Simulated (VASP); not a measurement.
# BN (I-4m2) in VASP: further runs

BN is run at these levels: HSE06; tasks: single point.

Everything below comes from runs of VASP 6.6.1. Logs are shortened: lines on timing, memory, paths and dates and some standing lists are left out, and cuts for length are marked.

### 1 The cell of the first run

The structure is tetragonal, space group I-4m2 (No. 119). The conventional cell has a = 2.527 Å, b = 2.527 Å, c = 3.625 Å, α = 90.00°, β = 90.00°, γ = 90.00°. B (site symmetry -4m2) has 4 N at 1.55 Å within 2.1 Å. N (site symmetry -4m2) has 4 B at 1.55 Å within 2.1 Å.

### 2 Single point, HSE06 (epitaxial xy strain -1.0%)

POSCAR reads:

```
BN
1.0
    0.0000000000      1.7867772104      1.8125564011
    1.7867772104      0.0000000000      1.8125564011
    1.7867772104      1.7867772104      0.0000000000
B N
1 1
Direct
    0.0000000000      0.0000000000      0.0000000000
    0.2500000000      0.2500000000      0.2500000000
```

INCAR.step1 reads:

```
SYSTEM = BN
ALGO = Normal ; EDIFF = 1E-5
ENCUT = 520 ; GGA = PE
ISIF = 2 ; ISMEAR = 0
LASPH = .True. ; LCHARG = .False.
LREAL = .False. ; LWAVE = .True.
NBANDS = 11 ; NELM = 60
PREC = Accurate ; SIGMA = 0.01
```

INCAR.step2 reads:

```
SYSTEM = BN
ALGO = Normal ; EDIFF = 1E-6
ENCUT = 520 ; GGA = PE
HFSCREEN = 0.2079 ; ISIF = 2
ISMEAR = 0 ; ISTART = 1
LASPH = .True. ; LCHARG = .False.
LHFCALC = .True. ; LREAL = .False.
LWAVE = .False. ; NBANDS = 11
NELM = 60 ; PREC = Accurate
PRECFOCK = Normal ; SIGMA = 0.01
```

KPOINTS reads:

```
k-points
0
Gamma
  8 8 8
  0 0 0
```

Potentials or basis: VASP PAW PBE potentials, release 64 (B, N).

On the command line:

```
cat potpaw_PBE.64/B/POTCAR potpaw_PBE.64/N/POTCAR > POTCAR
cp INCAR.step1 INCAR
mpirun -np 1 vasp_std > vasp.out
cp INCAR.step2 INCAR
mpirun -np 1 vasp_std > vasp.out
```

OUTCAR:

```text
SYSTEM = BN
   EDIFF = 1E-6
   ENCUT = 520
   GGA = PE
   HFSCREEN = 0.2079
   ISIF = 2
   ISMEAR = 0
   ISTART = 1
   LASPH = .True.
   LHFCALC = .True.
   LREAL = .False.
   NELM = 60
   PREC = Accurate
   PRECFOCK = Normal

 ion  position               nearest neighbor table
   1  0.000  0.000  0.000-   2 1.55   2 1.55   2 1.55   2 1.55
   2  0.250  0.250  0.250-   1 1.55   1 1.55   1 1.55   1 1.55

  LATTYP: Found a body centered tetragonal cell.
 ALAT       =     2.5268845639
 C/A-ratio  =     1.4346174946

  Lattice vectors:

 A1 = (  -1.7867772104,   0.0000000000,   1.8125564011)
 A2 = (   1.7867772104,   0.0000000000,   1.8125564011)
 A3 = (   0.0000000000,   1.7867772104,  -1.8125564011)

Analysis of symmetry for initial positions (statically):
=====================================================================
 Subroutine PRICEL returns:
 Original cell was already a primitive cell.

 Routine SETGRP: Setting up the symmetry group for a
 body centered tetragonal supercell.

 Subroutine GETGRP returns: Found  8 space group operations
 (whereof  8 operations were pure point group operations)
 out of a pool of 16 trial point group operations.

The static configuration has the point symmetry D_2d.

Analysis of symmetry for dynamics (positions and initial velocities):
=====================================================================
 Subroutine PRICEL returns:
 Original cell was already a primitive cell.

 Routine SETGRP: Setting up the symmetry group for a
 body centered tetragonal supercell.

 Subroutine GETGRP returns: Found  8 space group operations
 (whereof  8 operations were pure point group operations)
 out of a pool of 16 trial point group operations.

The dynamic configuration has the point symmetry D_2d.

 Subroutine INISYM returns: Found  8 space group operations
 (whereof  8 operations are pure point group operations),
 and found     1 'primitive' translations

----------------------------------------------------------------------------------------

                                     Primitive cell

  volume of cell :      11.5734

  direct lattice vectors                    reciprocal lattice vectors
     0.000000000  1.786777210  1.812556401    -0.279833433  0.279833433  0.275853485
     1.786777210  0.000000000  1.812556401     0.279833433 -0.279833433  0.275853485
     1.786777210  1.786777210  0.000000000     0.279833433  0.279833433 -0.275853485

  length of vectors
     2.545178482  2.545178482  2.526884564     0.482398844  0.482398844  0.482398844

  position of ions in fractional coordinates (direct lattice)
     0.000000000  0.000000000  0.000000000
     0.250000000  0.250000000  0.250000000

  ion indices of the primitive-cell ions
   primitive index   ion index
                 1           1
                 2           2

----------------------------------------------------------------------------------------

 KPOINTS: k-points

Automatic generation of k-mesh.
 Grid dimensions read from file:
 generate k-points for:    8    8    8

 Generating k-lattice:

  Cartesian coordinates                     Fractional coordinates (reciprocal lattice)
    -0.034979179  0.034979179  0.034481686     0.125000000  0.000000000  0.000000000
     0.034979179 -0.034979179  0.034481686     0.000000000  0.125000000  0.000000000
     0.034979179  0.034979179 -0.034481686    -0.000000000 -0.000000000  0.125000000

  Length of vectors
     0.060299856  0.060299856  0.060299856

  Shift w.r.t. Gamma in fractional coordinates (k-lattice)
     0.000000000  0.000000000  0.000000000

 Subroutine IBZKPT returns following result:
 ===========================================

 Found     59 irreducible k-points:

 Following reciprocal coordinates:
            Coordinates               Weight
  0.000000  0.000000  0.000000      1.000000
  0.125000  0.000000  0.000000      8.000000
  0.250000  0.000000  0.000000      8.000000
  0.375000  0.000000  0.000000      8.000000
  0.500000  0.000000  0.000000      4.000000
  0.125000  0.125000  0.000000      2.000000
[... 16 lines left out ...]
  0.250000  0.000000  0.125000     16.000000
  0.375000  0.000000  0.125000     16.000000
 [... further k-points ...]
   k-points           NKPTS =     59   k-points in BZ     NKDIM =    512   number of bands    NBANDS=     11
   number of dos      NEDOS =    301   number of ions     NIONS =      2
   total plane-waves  NPLWV =   8000
   dimension x,y,z NGX =    20 NGY =   20 NGZ =   20
   dimension x,y,z NGXF=    40 NGYF=   40 NGZF=   40
   ions per type =               1   1
   NGX,Y,Z   is equivalent  to a cutoff of  13.06, 13.06, 13.16 a.u.
   NGXF,Y,Z  is equivalent  to a cutoff of  26.13, 26.13, 26.32 a.u.
 SYSTEM =  BN
   PREC   = accura    normal or accurate (medium, high low for compatibility)
   ISTART =      1    job   : 0-new  1-cont  2-samecut
   ICHARG =      0    charge: 1-file 2-atom 10-const
   ISPIN  =      1    spin polarized calculation?
   LNONCOLLINEAR =      F non collinear calculations
   LSORBIT =      F    spin-orbit coupling
   LASPH  =      T    aspherical Exc in radial PAW
   ENCUT  =  520.0 eV  38.22 Ry    6.18 a.u.   4.73  4.73  4.70*2*pi/ulx,y,z
   NELM   =     60;   NELMIN=  2; NELMDL=  0     # of ELM steps
   EDIFF  = 0.1E-05   stopping-criterion for ELM
   LREAL  =      F    real-space projection
   EDIFFG = 0.1E-04   stopping-criterion for IOM
   NSW    =      0    number of steps for IOM
   IBRION =     -1    ionic relax: 0-MD 1-quasi-New 2-CG
   NFREE  =      0    steps in history (QN), initial steepest desc. (CG)
   ISIF   =      2    stress and relaxation
   ISYM   =      3    0-nonsym 1-usesym 2-fastsym
   POTIM  = 0.5000    time-step for ionic-motion
   TEBEG  =    0.0;   TEEND  =   0.0 temperature during run
   PSTRESS=    0.0 pullay stress
   NELECT =       8.0000    total number of electrons
   NUPDOWN=      -1.0000    fix difference up-down
   EMIN   =  10.00;   EMAX   =-10.00  energy-range for DOS
   EFERMI =   0.00;   METHOD = LEGACY
   ISMEAR =     0;   SIGMA  =   0.01  broadening in eV -4-tet -1-fermi 0-gaus
   EFERMI_NEDOS =   21; number of points for ismear=-14 and -15
   IALGO  =     38    algorithm
   IMIX   =      1    mixing-type and parameters
     AMIX     =   0.40;   BMIX     =  1.00
     AMIX_MAG =   1.60;   BMIX_MAG =  1.00
  volume/ion in A,a.u.               =       5.79        39.05
  Fermi-wavevector in a.u.,A,eV,Ry     =   1.447496  2.735371 28.507536  2.095245
  Thomas-Fermi vector in A             =   2.565444
   LORBIT       =      0    0 simple, 1 ext, 2 COOP (PROOUT), +10 PAW based schemes
   GGA     = PE    functional components
   LHFCALC =     T    Hartree Fock is set to
   PRECFOCK=normal    Normal, Fast or Accurate (Low or Medium for compatibility)
   ENCUT4O =  -1.0   cutoff for four orbital integrals eV
   NKREDX  =     1    reduce k-point grid by
   NKREDY  =     1    reduce k-point grid by
   NKREDZ  =     1    reduce k-point grid by
   AEXX    =    0.2500 exact exchange contribution
   HFSCREEN=    0.2079 screening length (either q_TF or 0.3 A-1)
   HFSCREENC=   0.2079 screening length for correlation (either q_TF or 0.3 A-1)
   ENCUTFOCK=  -1.0 apply spherical cutoff to Coloumb kernel
   IVDW    =     0    specifies the selected vdW correction
   LEPSILON=     F    determine dielectric tensor
   LRPA    =     F    only Hartree local field effects (RPA)
 non-spin polarized calculation
 Gauss-broadening in eV      SIGMA  =   0.01
  energy-cutoff  :      520.00
  volume of cell :       11.57
 maximum number of plane-waves:       331
  NGX = 16; NGY = 16; NGZ = 16

 number of electron       7.9999998 magnetization

 Free energy of the ion-electron system (eV)
  ---------------------------------------------------
  ext. energy  EPLUGINS =         0.00000000
  ---------------------------------------------------
  free energy    TOTEN  =       -20.32465368 eV

  energy without entropy =      -20.32465368  energy(sigma->0) =      -20.32465368

 E-fermi :   6.9507     XC(G=0): -10.5659

 val. band max:        6.8421655035   @ k =   0.0000   0.0000   0.0000
 cond. band min:      12.5070871513   @ k =   0.5000   0.0000   0.5000
 fundamental gap:      5.6649216479
 Fermi energy:         6.9507158508

 k-point     1 :       0.0000    0.0000    0.0000
  band No.  band energies     occupation
      1     -15.5560      2.00000
      2       6.6925      2.00000
      3       6.8422      2.00000
      4       6.8422      2.00000
      5      17.4162      0.00000
      6      17.4162      0.00000
      7      17.5202      0.00000
      8      19.2696      0.00000
      9      33.9223      0.00000
     10      36.3933      0.00000
     11      36.8830      0.00000

 k-point     2 :       0.1250    0.0000    0.0000
  band No.  band energies     occupation
      1     -15.1408      2.00000
      2       4.7398      2.00000
      3       6.3175      2.00000
      4       6.4409      2.00000
      5      17.8166      0.00000
      6      18.0507      0.00000
      7      18.1389      0.00000
      8      20.5442      0.00000
      9      33.1335      0.00000
     10      33.4470      0.00000
     11      33.7609      0.00000

 k-point     3 :       0.2500    0.0000    0.0000
  band No.  band energies     occupation
      1     -13.9350      2.00000
      2       0.7487      2.00000
      3       5.4654      2.00000
      4       5.6424      2.00000
      5      18.3221      0.00000
      6      19.1183      0.00000
      7      19.1234      0.00000
      8      22.7255      0.00000
      9      32.1946      0.00000
     10      32.5743      0.00000
     11      32.5796      0.00000

 k-point     4 :       0.3750    0.0000    0.0000
  band No.  band energies     occupation
      1     -12.1522      2.00000
      2      -3.0841      2.00000
      3       4.7799      2.00000
      4       5.0010      2.00000
      5      18.6781      0.00000
      6      19.4574      0.00000
      7      19.5184      0.00000
      8      24.0164      0.00000
      9      32.3486      0.00000
     10      34.2203      0.00000
     11      34.2558      0.00000

 k-point     5 :       0.5000    0.0000    0.0000
  band No.  band energies     occupation
      1     -10.9284      2.00000
      2      -5.0354      2.00000
      3       4.5297      2.00000
      4       4.7677      2.00000
      5      18.7797      0.00000
      6      19.4625      0.00000
      7      19.5138      0.00000
      8      24.3828      0.00000
      9      32.6612      0.00000
     10      36.2050      0.00000
     11      36.3489      0.00000
[... 211 lines left out ...]
 k-point    21 :       0.5000    0.5000    0.0000
  band No.  band energies     occupation
      1      -9.5338      2.00000
      2      -3.2632      2.00000
      3       1.5127      2.00000
      4       1.5127      2.00000
      5      12.7680      0.00000
      6      17.8783      0.00000
      7      27.5529      0.00000
      8      27.5530      0.00000
      9      30.2059      0.00000
     10      36.8913      0.00000
     11      43.1313      0.00000

 k-point    22 :       0.1250    0.0000    0.1250
  band No.  band energies     occupation
      1     -14.9975      2.00000
      2       5.4704      2.00000
      3       5.4884      2.00000
      4       5.6039      2.00000
      5      16.6582      0.00000
      6      19.0108      0.00000
      7      19.2746      0.00000
      8      20.5191      0.00000
      9      29.7495      0.00000
     10      35.2679      0.00000
     11      37.3109      0.00000

 k-point    23 :       0.2500    0.0000    0.1250
  band No.  band energies     occupation
      1     -14.0501      2.00000
      2       2.1357      2.00000
      3       4.5619      2.00000
      4       5.2485      2.00000
      5      16.8272      0.00000
      6      20.0623      0.00000
      7      20.5721      0.00000
      8      21.7097      0.00000
      9      28.4687      0.00000
     10      35.3800      0.00000
     11      35.9045      0.00000

 k-point    24 :       0.3750    0.0000    0.1250
  band No.  band energies     occupation
      1     -12.4328      2.00000
      2      -1.6866      2.00000
      3       3.9550      2.00000
      4       4.3592      2.00000
      5      17.5245      0.00000
      6      20.4653      0.00000
      7      21.0711      0.00000
      8      22.9321      0.00000
      9      29.7527      0.00000
     10      35.1065      0.00000
     11      36.5041      0.00000

 [... further k-points ...]
[... 5 lines left out ...]
  --------------------------------------------------------------------------------------
  -------------------------------------------------------------------------------------
  Total        0.4077162      0.4077162     -0.2865351      0.0000000      0.0000000      0.0000000
  in kB       56.4424997     56.4424997    -39.6667010      0.0000000      0.0000000      0.0000000
  external PRESSURE =      24.4060995 kB  Pullay stress =       0.0000000 kB

 VOLUME and BASIS-vectors are now :
 -----------------------------------------------------------------------------
  energy-cutoff  :      520.00
  volume of cell :       11.57
      direct lattice vectors                 reciprocal lattice vectors
     0.000000000  1.786777210  1.812556401    -0.279833433  0.279833433  0.275853485
     1.786777210  0.000000000  1.812556401     0.279833433 -0.279833433  0.275853485
     1.786777210  1.786777210  0.000000000     0.279833433  0.279833433 -0.275853485

 POSITION                                       TOTAL-FORCE (eV/Angst)
 -----------------------------------------------------------------------------------
      0.00000      0.00000      0.00000        -0.000000     -0.000000      0.000000
      0.89339      0.89339      0.90628         0.000000      0.000000     -0.000000
 -----------------------------------------------------------------------------------
    total drift:                               -0.000000     -0.000000      0.000001

  FREE ENERGIE OF THE ION-ELECTRON SYSTEM (eV)
  ---------------------------------------------------
  free  energy   TOTEN  =       -20.3246536785 eV

  energy  without entropy=      -20.3246536785  energy(sigma->0) =      -20.32465368
```

It took 20 min on 1 thread of Intel Xeon Platinum 8259CL at 2.50GHz (Skylake/Cascade Lake), shared host; peak memory 0.23 GiB.

Results:

```
Free energy            : -20.3247 eV
Pressure               : 2.4 GPa
Band gap on the k mesh : 5.66 eV (least direct gap 10.57 eV)
```

Levels at points of the mesh, in eV from the valence-band top:
```csv
k point,band 1,band 2,band 3,band 4,band 5,band 6,band 7,band 8,band 9
"(0.00, 0.00, 0.00)",-22.40,-0.15,0.00,0.00,10.57,10.57,10.68,12.43,27.08
"(0.50, 0.00, 0.00)",-17.77,-11.88,-2.31,-2.07,11.94,12.62,12.67,17.54,25.82
"(0.50, 0.50, 0.00)",-16.38,-10.11,-5.33,-5.33,5.93,11.04,20.71,20.71,23.36
"(0.50, 0.00, 0.50)",-16.20,-9.88,-5.54,-5.53,5.66,10.69,20.62,20.86,23.66
```

Caveat: the cell differs from its parent crystal (epitaxial xy strain -1.0%); the PAW data sets were made with another functional, which shifts forces and pressure a little. A k mesh can miss the band edges.

### 3 Single point, HSE06 (epitaxial xy strain +1.0%)

POSCAR reads:

```
BN
1.0
    0.0000000000      1.8228737197      1.7971376930
    1.8228737197      0.0000000000      1.7971376930
    1.8228737197      1.8228737197      0.0000000000
B N
1 1
Direct
    0.0000000000      0.0000000000      0.0000000000
    0.2500000000      0.2500000000      0.2500000000
```

INCAR.step1 reads:

```
SYSTEM = BN
PREC     = Accurate       ! precision mode
ENCUT    = 520            ! plane-wave cutoff, eV
EDIFF    = 1E-5           ! SCF threshold, eV
ISMEAR   = 0              ! smearing method
SIGMA    = 0.01           ! smearing width, eV
LREAL    = .FALSE.        ! projectors in reciprocal space
LASPH    = .TRUE.         ! aspherical terms in the spheres
NELM     = 80             ! most SCF steps
ALGO     = Normal         ! electronic algorithm
ISIF     = 2              ! what is computed and relaxed
LWAVE    = .TRUE.         ! write WAVECAR
LCHARG   = .FALSE.        ! write CHGCAR
GGA      = PE             ! functional
NBANDS   = 11             ! bands
```

INCAR.step2 reads:

```
SYSTEM = BN
PREC     = Accurate       ! precision mode
ENCUT    = 520            ! plane-wave cutoff, eV
EDIFF    = 1E-6           ! SCF threshold, eV
ISMEAR   = 0              ! smearing method
SIGMA    = 0.01           ! smearing width, eV
LREAL    = .FALSE.        ! projectors in reciprocal space
LASPH    = .TRUE.         ! aspherical terms in the spheres
NELM     = 80             ! most SCF steps
ALGO     = Normal         ! electronic algorithm
ISIF     = 2              ! what is computed and relaxed
LWAVE    = .FALSE.        ! write WAVECAR
LCHARG   = .FALSE.        ! write CHGCAR
GGA      = PE             ! functional
LHFCALC  = .TRUE.         ! exact exchange
HFSCREEN = 0.2079         ! screening, 1/A
PRECFOCK = Normal       
ISTART   = 1            
NBANDS   = 11             ! bands
```

KPOINTS reads:

```
regular mesh
0
G
  8 8 8
  0 0 0
```

Potentials or basis: VASP PAW PBE potentials, release 64 (B, N).

On the command line:

```
cat potpaw_PBE.64/B/POTCAR potpaw_PBE.64/N/POTCAR > POTCAR
cp INCAR.step1 INCAR
mpirun -np 1 vasp_std > vasp.out
cp INCAR.step2 INCAR
mpirun -np 1 vasp_std > vasp.out
```

Run time: 23 min. Hardware: 1 thread of AMD EPYC 7R13 (Zen 3), shared host; peak memory 0.2 GiB.

Results (log left out):

- Free energy: -20.3166 eV
- Pressure: -9.9 GPa
- Band gap on the k mesh: 5.50 eV (least direct gap 10.34 eV)

Stress tensor (GPa, compression positive):
```
-12.84   0.00   0.00
  0.00 -12.84   0.00
  0.00   0.00  -3.94
```

Levels at points of the mesh, in eV from the valence-band top:
| k point | band 1 | band 2 | band 3 | band 4 | band 5 | band 6 | band 7 | band 8 |
| --- | --- | --- | --- | --- | --- | --- | --- | --- |
| (0.00, 0.00, 0.00) | -22.06 | -0.14 | -0.14 | 0.00 | 10.34 | 10.44 | 10.44 | 11.84 |
| (0.50, 0.00, 0.00) | -17.60 | -11.61 | -2.29 | -2.06 | 11.52 | 12.26 | 12.51 | 17.16 |
| (0.50, 0.50, 0.00) | -16.02 | -9.64 | -5.48 | -5.48 | 5.50 | 10.35 | 20.20 | 20.20 |
| (0.50, 0.00, 0.50) | -16.19 | -9.86 | -5.28 | -5.27 | 5.75 | 10.69 | 20.05 | 20.27 |

Caveat: the cell differs from its parent crystal (epitaxial xy strain +1.0%); the cell stands under tension; the PAW data sets were made with another functional, which shifts forces and pressure a little.
